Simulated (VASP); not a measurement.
# GaN (Pm-3m) in VASP: a series of runs, part 2 of 2

VASP 6.6.1. Earlier steps stand in the parts before.

**3. Vibrations by perturbation theory, PBEsol**

INCAR

```
SYSTEM = GaN
ALGO = Normal ; EDIFF = 1E-8
ENCUT = 520 ; GGA = PS
IBRION = 8 ; ISIF = 2
ISMEAR = -1 ; LASPH = .True.
LCHARG = .False. ; LREAL = .False.
LWAVE = .False. ; NELM = 100
NSW = 1 ; PREC = Accurate
SIGMA = 0.15
```

KPOINTS

```
k-points
0
Gamma
  16 16 16
  0 0 0
```

POSCAR

```
GaN
1.0
    2.6581000000      0.0000000000      0.0000000000
    0.0000000000      2.6581000000      0.0000000000
    0.0000000000      0.0000000000      2.6581000000
Ga N
1 1
Direct
    0.0000000000      0.0000000000      0.0000000000
    0.5000000000      0.5000000000      0.5000000000
```

Potentials or basis: VASP PAW PBE potentials, release 64 (Ga_d, N).

The run is started by

```bash
cat potpaw_PBE.64/Ga_d/POTCAR potpaw_PBE.64/N/POTCAR > POTCAR
mpirun -np 1 vasp_std > vasp.out
```

OUTCAR:

```text
SYSTEM = GaN
   EDIFF = 1E-8
   ENCUT = 520
   GGA = PS
   IBRION = 8
   ISIF = 2
   ISMEAR = -1
   LASPH = .True.
   LREAL = .False.
   NELM = 100
   NSW = 1
   PREC = Accurate

 ion  position               nearest neighbor table
   1  0.000  0.000  0.000-   2 2.30   2 2.30   2 2.30   2 2.30   2 2.30   2 2.30   2 2.30   2 2.30

   2  0.500  0.500  0.500-   1 2.30   1 2.30   1 2.30   1 2.30   1 2.30   1 2.30   1 2.30   1 2.30

  LATTYP: Found a simple cubic cell.
 ALAT       =     2.6581000000

  Lattice vectors:

 A1 = (   2.6581000000,   0.0000000000,   0.0000000000)
 A2 = (   0.0000000000,   2.6581000000,   0.0000000000)
 A3 = (   0.0000000000,   0.0000000000,   2.6581000000)

Analysis of symmetry for initial positions (statically):
=====================================================================
 Subroutine PRICEL returns:
 Original cell was already a primitive cell.

 Routine SETGRP: Setting up the symmetry group for a
 simple cubic supercell.

 Subroutine GETGRP returns: Found 48 space group operations
 (whereof 48 operations were pure point group operations)
 out of a pool of 48 trial point group operations.

The static configuration has the point symmetry O_h .

Analysis of symmetry for dynamics (positions and initial velocities):
=====================================================================
 Subroutine PRICEL returns:
 Original cell was already a primitive cell.

 Routine SETGRP: Setting up the symmetry group for a
 simple cubic supercell.

 Subroutine GETGRP returns: Found 48 space group operations
 (whereof 48 operations were pure point group operations)
 out of a pool of 48 trial point group operations.

The dynamic configuration has the point symmetry O_h .

 Subroutine INISYM returns: Found 48 space group operations
 (whereof 48 operations are pure point group operations),
 and found     1 'primitive' translations

----------------------------------------------------------------------------------------

                                     Primitive cell

  volume of cell :      18.7808

  direct lattice vectors                    reciprocal lattice vectors
     2.658100000  0.000000000  0.000000000     0.376208570  0.000000000  0.000000000
     0.000000000  2.658100000  0.000000000     0.000000000  0.376208570  0.000000000
     0.000000000  0.000000000  2.658100000     0.000000000  0.000000000  0.376208570

  length of vectors
     2.658100000  2.658100000  2.658100000     0.376208570  0.376208570  0.376208570

  position of ions in fractional coordinates (direct lattice)
     0.000000000  0.000000000  0.000000000
     0.500000000  0.500000000  0.500000000
[... 142 lines left out ...]
      7       7.2555      1.99992
      8       7.2555      1.99992
      9       7.2555      1.99992
     10       7.6221      1.99903
     11      18.7368      0.00000
     12      18.7368      0.00000
     13      23.3987      0.00000
[... 354 lines left out ...]
  band No.  band energies     occupation
      1      -6.8881      2.00000
      2      -6.6223      2.00000
      3      -6.3964      2.00000
      4      -6.3029      2.00000
      5      -6.0909      2.00000
      6      -5.6856      2.00000
      7      -0.9679      2.00000
      8       7.3800      1.99981
      9       8.8830      0.63030
     10      13.2391      0.00000
     11      13.8231      0.00000
     12      18.6498      0.00000
     13      20.3620      0.00000

 [... further k-points ...]

------------------------ aborting loop because EDIFF is reached ----------------------------------------

  FORCE on cell =-STRESS in cart. coord.  units (eV):
  Direction    XX          YY          ZZ          XY          YZ          ZX
  --------------------------------------------------------------------------------------
  -------------------------------------------------------------------------------------
  Total        1.1990691      1.1990691      1.1990691     -0.0000000     -0.0000000     -0.0000000
  in kB      102.2918077    102.2918077    102.2918077     -0.0000000     -0.0000000     -0.0000000
  external PRESSURE =     102.2918077 kB  Pullay stress =       0.0000000 kB

 VOLUME and BASIS-vectors are now :
 -----------------------------------------------------------------------------
  energy-cutoff  :      520.00
  volume of cell :       18.78
      direct lattice vectors                 reciprocal lattice vectors
     2.658100000  0.000000000  0.000000000     0.376208570  0.000000000  0.000000000
     0.000000000  2.658100000  0.000000000     0.000000000  0.376208570  0.000000000
     0.000000000  0.000000000  2.658100000     0.000000000  0.000000000  0.376208570

 POSITION                                       TOTAL-FORCE (eV/Angst)
 -----------------------------------------------------------------------------------
      0.00000      0.00000      0.00000         0.000000      0.000000      0.000000
      1.32905      1.32905      1.32905         0.000000      0.000000      0.000000
 -----------------------------------------------------------------------------------
    total drift:                                0.000000      0.000000      0.000000

  FREE ENERGIE OF THE ION-ELECTRON SYSTEM (eV)
  ---------------------------------------------------
  free  energy   TOTEN  =        -9.9349905448 eV

  energy  without entropy=       -9.8667673970  energy(sigma->0) =       -9.90087897

[... ionic steps 2 to 3 ...]

--------------------------------------- Ionic step        4  -------------------------------------------

------------------------ aborting loop because EDIFF is reached ----------------------------------------

[... ionic steps 5 to 6 ...]

--------------------------------------- Ionic step        7  -------------------------------------------

 Free energy of the ion-electron system (eV)
  ---------------------------------------------------
  ---------------------------------------------------
  free energy    TOTEN  =        -0.22320592 eV

  energy without entropy =       -0.22320593

------------------------ aborting loop because EDIFF is reached ----------------------------------------

 INTERNAL STRAIN TENSOR  FOR ION    2  DIRECTION 1   (eV/Angst):
 -----------------------------------------------------------------------------
    -0.08832  0.00000 -0.00000
     0.00000  0.03026 -0.00000
     0.00000 -0.00000  0.03026

 INTERNAL STRAIN TENSOR FOR ION    2 for displacements in x,y,z  (eV/Angst):
          X           Y           Z          XY          YZ          ZX
  --------------------------------------------------------------------------------
  x     0.00000     0.00000     0.00000     0.00000     0.00000     0.00000
  y     0.00000     0.00000     0.00000     0.00000     0.00000     0.00000
  z     0.00000     0.00000     0.00000     0.00000     0.00000     0.00000

 SECOND DERIVATIVES (NOT SYMMETRIZED)
 ------------------------------------
               1X          1Y          1Z          2X          2Y          2Z
  1X     2.302604   -0.000000    0.000000   -2.302604    0.000000    0.000000
  1Y    -0.000000    2.302604   -0.000000    0.000000   -2.302604    0.000000
  1Z     0.000000    0.000000    2.302604   -0.000000   -0.000000   -2.302604
  2X    -2.281543   -0.000000   -0.000000    2.281543    0.000000    0.000000
  2Y    -0.000000   -2.281543    0.000000    0.000000    2.281543   -0.000000
  2Z     0.000000    0.000000   -2.281543   -0.000000   -0.000000    2.281543

 Eigenvectors and eigenvalues of the dynamical matrix
 ----------------------------------------------------

   1 f  =    0.011902 THz     0.074784 2PiTHz    0.397015 cm-1     0.049224 meV
             X         Y         Z           dx          dy          dz
      0.000000  0.000000  0.000000     0.678150    0.207219   -0.573288
      1.329050  1.329050  1.329050     0.305292    0.093287   -0.258085
[... 21 lines left out ...]
   6 f/i=    6.920828 THz    43.484847 2PiTHz  230.853984 cm-1    28.622233 meV
             X         Y         Z           dx          dy          dz
      0.000000  0.000000  0.000000     0.000000    0.000000   -0.410504
      1.329050  1.329050  1.329050    -0.000000    0.000000    0.911859

--------------------------------------------------------------------------------------------------------

 ELASTIC MODULI CONTR FROM IONIC RELAXATION (kBar)
 Direction    XX          YY          ZZ          XY          YZ          ZX
 --------------------------------------------------------------------------------
 XX           0.0000      0.0000      0.0000      0.0000      0.0000      0.0000
 YY           0.0000      0.0000      0.0000      0.0000      0.0000      0.0000
 ZZ           0.0000      0.0000      0.0000      0.0000      0.0000      0.0000
 XY           0.0000      0.0000      0.0000      0.0000      0.0000      0.0000
 YZ           0.0000      0.0000      0.0000      0.0000      0.0000      0.0000
 ZX           0.0000      0.0000      0.0000      0.0000      0.0000      0.0000
 --------------------------------------------------------------------------------
```

stdout:

```text
POSCAR found type information on POSCAR GaN
 POSCAR found :  2 types and       2 ions
 scaLAPACK will be used
 -----------------------------------------------------------------------------
|                                                                             |
|                                                                             |
|     You enforced a specific xc type in the INCAR file but a different       |
|     I HOPE YOU KNOW WHAT YOU ARE DOING!                                     |
|                                                                             |
 -----------------------------------------------------------------------------

 LDA part: xc-table for (Slater+PW92), standard interpolation
 POSCAR, INCAR and KPOINTS ok, starting setup
 FFT: planning ... GRIDC
 FFT: planning ... GRID_SOFT
 FFT: planning ... GRID
 WAVECAR not read
 entering main loop
 Linear response reoptimize wavefunctions to high precision
 Linear response DOF=           2
 Linear response progress:
 first order change of Fermi-energy   0.11203E-02
 force on displaced ion       1 direction 1 :   2.303   0.000  -0.000
 Linear response progress:
 first order change of Fermi-energy  -0.10792E-02
 force on displaced ion       2 direction 1 :   2.282  -0.000   0.000
 Linear response finished
```

It took 90 s on 1 thread of Intel Xeon 6975P-C (Granite Rapids), shared host; peak memory 0.35 GiB.

What came out:

- Highest phonon frequency at Γ, LO-TO splitting left out: 0 cm⁻¹
- Most unstable mode: 231i cm⁻¹

Phonon frequencies in cm⁻¹ (negative: imaginary):
```tsv
q point	frequencies
(0.000, 0.000, 0.000)	-231 -231 -231 0 0 0
```

Caveat: the cell wasn't relaxed at this level first, which shifts response properties; some modes are imaginary; the PAW data sets were made with another functional, which shifts forces and pressure a little.
